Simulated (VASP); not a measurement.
# C (P1) in VASP: relaxation of cell and atoms with PBE

Aim: the relaxation of cell and atoms of C with PBE.

Everything below comes from runs of VASP 6.6.1. Logs are shortened: lines on timing, memory, paths and dates and some standing lists are left out, and cuts for length are marked.

**1. The cell of the first run**

The typed cell holds 8 atoms: a = 3.575 Å, b = 3.487 Å, c = 3.557 Å, α = 90.57°, β = 88.00°, γ = 91.48°.

**2. Relaxation of cell and atoms, PBE**

INCAR reads:

```
SYSTEM = C
ALGO = Normal
EDIFF = 1E-6
EDIFFG = -0.015
ENCUT = 600
GGA = PE
IBRION = 2
ISIF = 3
ISMEAR = 0
LASPH = .TRUE.
LCHARG = .FALSE.
LREAL = .FALSE.
LWAVE = .FALSE.
NELM = 80
NSW = 100
PREC = Accurate
SIGMA = 0.1
```

KPOINTS reads:

```
k-points
0
G
  6 6 6
  0 0 0
```

POSCAR reads:

```
C
1.0
    3.5745751966     -0.0455731375      0.0620279942
   -0.0455731375      3.4869265083     -0.0172383281
    0.0620279942     -0.0172383281      3.5561555454
C
8
Direct
    0.0072316594     -0.0027230545     -0.0152168815
   -0.0001786551     -0.0096705454      0.4861926160
    0.0076668524      0.4933617325      0.0223843343
    0.0037983379      0.5051379667      0.5066987460
    0.4951451268      1.0290542788      1.0085624756
    0.4807826110      1.0108921337      0.4772553740
    0.5020106264      0.4803491073      1.0213578033
    0.5035434414      0.4935983808      0.4927655323
```

Potentials or basis: VASP PAW PBE potentials, release 64 (C).

Command:

```
cat potpaw_PBE.64/C/POTCAR > POTCAR
mpirun -np 1 vasp_std > vasp.out
```

OUTCAR:

```text
SYSTEM = C
   EDIFF = 1E-6
   EDIFFG = -0.015
   ENCUT = 600
   GGA = PE
   IBRION = 2
   ISIF = 3
   ISMEAR = 0
   LASPH = .TRUE.
   LREAL = .FALSE.
   NELM = 80
   NSW = 100
   PREC = Accurate

 ion  position               nearest neighbor table
   1  0.007  0.997  0.985-   3 1.73   5 1.75   3 1.76   2 1.77   2 1.78   5 1.84
   2  1.000  0.990  0.486-   4 1.69   6 1.72   1 1.77   1 1.78   4 1.80   6 1.86
   3  0.008  0.493  0.022-   4 1.72   1 1.73   1 1.76   7 1.77   7 1.81   4 1.84
   4  0.004  0.505  0.507-   2 1.69   3 1.72   8 1.79   8 1.79   2 1.80   3 1.84
   5  0.495  0.029  0.009-   7 1.57   6 1.67   1 1.75   1 1.84   6 1.89   7 1.92
   6  0.481  0.011  0.477-   5 1.67   8 1.68   2 1.72   8 1.81   2 1.86   5 1.89
   7  0.502  0.480  0.021-   5 1.57   8 1.68   3 1.77   3 1.81   8 1.88   5 1.92
   8  0.504  0.494  0.493-   7 1.68   6 1.68   4 1.79   4 1.79   6 1.81   7 1.88

  LATTYP: Found a triclinic cell.
 ALAT       =     3.5567382382
 B/A-ratio  =     1.3930081561
 C/A-ratio  =     1.7237177750
 COS(alpha) =     0.0021570320
 COS(beta)  =     0.5947638272
 COS(gamma) =     0.6927268499

  Lattice vectors:

 A1 = (  -0.0620279942,   0.0172383281,  -3.5561555454)
 A2 = (   3.5125472024,  -0.0283348094,  -3.4941275512)
 A3 = (  -3.5910300533,  -3.4241150427,  -3.6009452115)

Analysis of symmetry for initial positions (statically):
=====================================================================
 Subroutine PRICEL returns:
 Original cell was already a primitive cell.

 Routine SETGRP: Setting up the symmetry group for a
 triclinic supercell.

 Subroutine GETGRP returns: Found  1 space group operations
 (whereof  1 operations were pure point group operations)
 out of a pool of  2 trial point group operations.

The static configuration has the point symmetry C_1 .

Analysis of symmetry for dynamics (positions and initial velocities):
=====================================================================
 Subroutine PRICEL returns:
 Original cell was already a primitive cell.

 Routine SETGRP: Setting up the symmetry group for a
 triclinic supercell.

 Subroutine GETGRP returns: Found  1 space group operations
 (whereof  1 operations were pure point group operations)
 out of a pool of  2 trial point group operations.

The dynamic configuration has the point symmetry C_1 .

 Subroutine INISYM returns: Found  1 space group operations
 (whereof  1 operations are pure point group operations),
 and found     1 'primitive' translations

----------------------------------------------------------------------------------------
[... 126 lines left out ...]
  volume/ion in A,a.u.               =       5.54        37.37
  Fermi-wavevector in a.u.,A,eV,Ry     =   1.468858  2.775740 29.355183  2.157545
  Thomas-Fermi vector in A             =   2.584306
   LORBIT       =      0    0 simple, 1 ext, 2 COOP (PROOUT), +10 PAW based schemes
   GGA     = PE    functional components
   LHFCALC =     F    Hartree Fock is set to
   AEXX    =    0.0000 exact exchange contribution
   IVDW    =     0    specifies the selected vdW correction
   LEPSILON=     F    determine dielectric tensor
   LRPA    =     F    only Hartree local field effects (RPA)
 conjugate gradient relaxation of ions
 non-spin polarized calculation
 Gauss-broadening in eV      SIGMA  =   0.10
  energy-cutoff  :      600.00
  volume of cell :       44.30
 maximum number of plane-waves:      1490
 NGX is ok and might be reduce to    30
   NGX = 15   NGY = 13   NGZ = 15

--------------------------------------- Ionic step        1  -------------------------------------------

 number of electron      31.9999999 magnetization

 Free energy of the ion-electron system (eV)
  ---------------------------------------------------
  ext. energy  EPLUGINS =         0.00000000
  ---------------------------------------------------
  free energy    TOTEN  =       -51.75649686 eV

  energy without entropy =      -51.74434368  energy(sigma->0) =      -51.75042027

------------------------ aborting loop because EDIFF is reached ----------------------------------------

  FORCE on cell =-STRESS in cart. coord.  units (eV):
  Direction    XX          YY          ZZ          XY          YZ          ZX
  --------------------------------------------------------------------------------------
  -------------------------------------------------------------------------------------
  Total        1.4866593      3.1422644      2.3000395      1.8085689      0.6451716     -2.7393428
  in kB       53.7634794    113.6367074     83.1785254     65.4050044     23.3319568    -99.0654714
  external PRESSURE =      83.5262374 kB  Pullay stress =       0.0000000 kB
[... 29 lines left out ...]
--------------------------------------- Ionic step        2  -------------------------------------------

 number of electron      31.9999999 magnetization

 E-fermi :  10.2660     XC(G=0): -13.5823

 val. band max:       10.2615555800   @ k =  -0.3333   0.3333   0.1667
 cond. band min:      10.2766545041   @ k =   0.3333  -0.1667   0.3333
 fundamental gap:      0.0150989241
 Fermi energy:        10.2659727088

 k-point     1 :       0.0000    0.0000    0.0000
  band No.  band energies     occupation
      1     -11.7542      2.00000
      2      -3.8125      2.00000
      3      -2.7045      2.00000
      4      -2.6249      2.00000
      5      -1.5113      2.00000
      6      -1.3185      2.00000
[... 644 lines left out ...]
  FREE ENERGIE OF THE ION-ELECTRON SYSTEM (eV)
  ---------------------------------------------------
  free  energy   TOTEN  =       -52.8086497443 eV

  energy  without entropy=      -52.7970728341  energy(sigma->0) =      -52.80286129

[... ionic steps 4 to 64 ...]

--------------------------------------- Ionic step       65  -------------------------------------------

 number of electron      32.0000003 magnetization

------------------------ aborting loop because EDIFF is reached ----------------------------------------
[... 79 lines left out ...]
--------------------------------------- Ionic step       67  -------------------------------------------

 number of electron      32.0000003 magnetization

 Free energy of the ion-electron system (eV)
  ---------------------------------------------------
  ext. energy  EPLUGINS =         0.00000000
  ---------------------------------------------------
  free energy    TOTEN  =       -62.00271133 eV

  energy without entropy =      -61.99097688  energy(sigma->0) =      -61.99684410

 E-fermi :   4.2294     XC(G=0): -10.4758

 val. band max:        4.2278430891   @ k =   0.0000   0.3333   0.1667
 cond. band min:       4.2456894811   @ k =   0.1667   0.3333   0.0000
 fundamental gap:      0.0178463921
 Fermi energy:         4.2294036278

 k-point     1 :       0.0000    0.0000    0.0000
  band No.  band energies     occupation
      1     -16.1848      2.00000
      2     -11.2977      2.00000
      3     -11.0952      2.00000
      4      -9.9209      2.00000
      5      -7.4550      2.00000
      6      -5.5470      2.00000
[... 602 lines left out ...]
  FREE ENERGIE OF THE ION-ELECTRON SYSTEM (eV)
  ---------------------------------------------------
  free  energy   TOTEN  =       -62.0027113284 eV

  energy  without entropy=      -61.9909768751  energy(sigma->0) =      -61.99684410

 reached required accuracy - stopping structural energy minimisation
```

CONTCAR:

```text
C
   1.00000000000000
     4.3066912894900051   -0.6040828498947893    0.4598097293876041
    -0.6607225158752515    4.1240302689775321   -0.5575735384181336
     0.6286472832591975   -0.6491698282146470    4.2519083704610967
  C
     8
Direct
     0.0638431945631018    0.0584696118919532    0.9213674386557787
     0.1029690566182933    0.9086898440964226    0.5690879279896270
     0.1193031469845246    0.4105380396342464    0.1158680728412232
     0.9305395952943573    0.5893655471568298    0.3969145270654600
     0.3610768891825666    0.0648624639311788    0.0417188844721793
     0.3849253329754357    0.0882870387778744    0.3800808367683198
     0.4579004154909167    0.4384831644606178    0.1387308786036196
     0.5794423690908004    0.4413042899508672    0.4362314336037857

  0.00000000E+00  0.00000000E+00  0.00000000E+00
  0.00000000E+00  0.00000000E+00  0.00000000E+00
  0.00000000E+00  0.00000000E+00  0.00000000E+00
  0.00000000E+00  0.00000000E+00  0.00000000E+00
  0.00000000E+00  0.00000000E+00  0.00000000E+00
  0.00000000E+00  0.00000000E+00  0.00000000E+00
  0.00000000E+00  0.00000000E+00  0.00000000E+00
  0.00000000E+00  0.00000000E+00  0.00000000E+00
```

Run time: 31 min. Hardware: 1 thread of AMD EPYC 9R45 (Zen 5), shared host; peak memory 0.2 GiB.

What came out:

| Item | Value |
| --- | --- |
| Free energy | -62.0027 eV |
| Relaxed volume | 8.93 Å³/atom |
| Relaxed cell | a = 4.373 Å, b = 4.214 Å, c = 4.347 Å, α = 107.35°, β = 74.58°, γ = 107.67° |
| Space group after relaxing (to 0.1 Å) | C2 (No. 5) |
| Energy gained by relaxing | 1280.8 meV/atom |
| Ionic steps | 67 |
| Pressure after relaxing | 0.0 GPa |
| Largest force after relaxing | 0.013 eV/Å |
| Band gap on the k mesh | zero (bands 16 and 17 overlap by 0.35 eV) |

Forces on the atoms (eV/Å):
```
C    0.007  0.002 -0.001
C   -0.004 -0.004 -0.012
C   -0.006 -0.003  0.003
C    0.007  0.010  0.002
C   -0.004  0.001  0.002
C    0.003 -0.004 -0.003
C   -0.001 -0.001  0.001
C   -0.003 -0.001  0.008
```

Step by step:
```csv
step,energy change (eV),largest force (eV/Å),pressure (GPa),volume (Å³)
1,0.0000,1.9112,8.35,44.30
3,-1.0522,2.3635,2.96,47.39
5,-2.4597,7.3049,24.18,51.55
7,-2.9674,8.2710,26.76,52.95
9,-3.4187,9.9621,38.01,59.49
11,-4.5494,6.9298,25.23,59.00
13,-5.8660,4.4063,1.96,63.92
15,-6.7690,7.9337,-6.78,63.45
17,-7.3487,3.6723,-7.57,63.16
19,-8.1685,2.2022,-3.00,61.45
21,-8.5561,2.0516,3.72,60.59
23,-9.1222,1.3292,5.78,61.39
25,-9.4843,1.8407,0.00,64.38
27,-9.8765,1.4070,0.63,67.84
29,-10.0697,1.1968,-0.36,69.81
31,-10.1519,0.5452,0.42,70.37
33,-10.1804,0.3870,0.05,70.75
35,-10.1928,0.3595,-0.14,70.91
37,-10.2047,0.2452,0.37,71.02
39,-10.2151,0.2348,-0.04,71.30
41,-10.2231,0.2109,-0.48,71.52
43,-10.2321,0.1730,0.12,71.59
45,-10.2361,0.2151,-0.10,71.62
47,-10.2393,0.1922,-0.02,71.59
49,-10.2417,0.1327,0.18,71.55
51,-10.2438,0.1125,-0.14,71.60
53,-10.2446,0.1078,-0.03,71.58
55,-10.2455,0.0520,-0.04,71.54
57,-10.2459,0.0660,-0.07,71.50
59,-10.2460,0.0468,0.02,71.47
61,-10.2461,0.0208,0.04,71.46
63,-10.2461,0.0325,0.04,71.46
65,-10.2462,0.0157,0.01,71.47
67,-10.2462,0.0131,-0.01,71.48
```

Final structure:
```
C
1.0
     4.30669   -0.60408    0.45981
    -0.66072    4.12403   -0.55757
     0.62865   -0.64917    4.25191
C
8
Direct
  0.06384 0.05847 0.92137
  0.10297 0.90869 0.56909
  0.11930 0.41054 0.11587
  0.93054 0.58937 0.39691
  0.36108 0.06486 0.04172
  0.38493 0.08829 0.38008
  0.45790 0.43848 0.13873
  0.57944 0.44130 0.43623
```

Caveat: the volume moved by over 15 % at a fixed basis, so the end points are rough.
